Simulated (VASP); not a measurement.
Set up this calculation in VASP 6.6.1, as the native input.

| Property | Result |
| --- | --- |
| Task | single point |
| Functional | PBEsol |
| Potentials or basis | VASP PAW PBE potentials, release 64 (Ni_sv_GW, Si) |
| Cutoff | 690 eV |
| k mesh | 6 × 6 × 6 |
| Occupations | fermi-dirac, width 0.05 eV |
| Spin | collinear spin, ferromagnetic start |
| Starting moments | [1.0, 1.0, 1.0, 1.0, 0.0, 0.0, 0.0, 0.0] μB |
| Hubbard terms | Ni d U = 5.0 eV |
| Dipole correction | no |
| Further INCAR settings | ALGO = Normal; EDIFF = 1e-06; NBANDS = 58 |

The structure of SiNi lies in POSCAR:

```
SiNi
1.0
    4.5036940000      0.0000000000      0.0000000000
    0.0000000000      4.5036940000      0.0000000000
    0.0000000000      0.0000000000      4.5036940000
Ni Si
4 4
Direct
    0.1495040000      0.1495040000      0.1495040000
    0.6495040000      0.3504960000      0.8504960000
    0.8504960000      0.6495040000      0.3504960000
    0.3504960000      0.8504960000      0.6495040000
    0.8468300000      0.8468300000      0.8468300000
    0.3468300000      0.6531700000      0.1531700000
    0.1531700000      0.3468300000      0.6531700000
    0.6531700000      0.1531700000      0.3468300000
```

These files were run (other wordings do the same):

INCAR

```
SYSTEM = SiNi
PREC = Accurate
ENCUT = 690
EDIFF = 1E-6
ISMEAR = -1
SIGMA = 0.05
LREAL = .FALSE.
LASPH = .TRUE.
NELM = 200
ALGO = Normal
ISIF = 2
LWAVE = .FALSE.
LCHARG = .TRUE.
ISPIN = 2
MAGMOM = 1 1 1 1 0 0 0 0
LORBIT = 11
LMAXMIX = 4
LDAU = .TRUE.
LDAUTYPE = 2
LDAUL = 2 -1
LDAUU = 5 0
LDAUJ = 0 0
LDAUPRINT = 1
GGA = PS
LELF = .TRUE.
LVHAR = .TRUE.
NBANDS = 58
GGA_COMPAT = .FALSE.
```

KPOINTS

```
Automatic mesh
0
G
  6 6 6
  0 0 0
```

Potentials or basis: VASP PAW PBE potentials, release 64 (Ni_sv_GW, Si).

Launch:

```console
$ cat potpaw_PBE.64/Ni_sv_GW/POTCAR potpaw_PBE.64/Si/POTCAR > POTCAR
$ mpirun -np 1 vasp_std > vasp.out
```

It gave:

```
Pressure                                              : -7.5 GPa
Largest force                                         : 0.109 eV/Å
Band gap on the k mesh                                : zero (filled and empty bands overlap)
Net moment                                            : 0.00 μB per cell
Valence electrons inside the program's atomic spheres : Ni 16.56; Si 1.57
```

Caveat: the cell stands under tension; the moments typed at the start vanished in this run; the PAW data sets were made with another functional, which shifts forces and pressure a little; the U is typed as a test and isn't derived for this compound.

Wall time 4.6 min on 1 thread of Intel(R) Xeon(R) 6975P-C (Granite Rapids), on a shared host, peak memory 0.47 GiB.
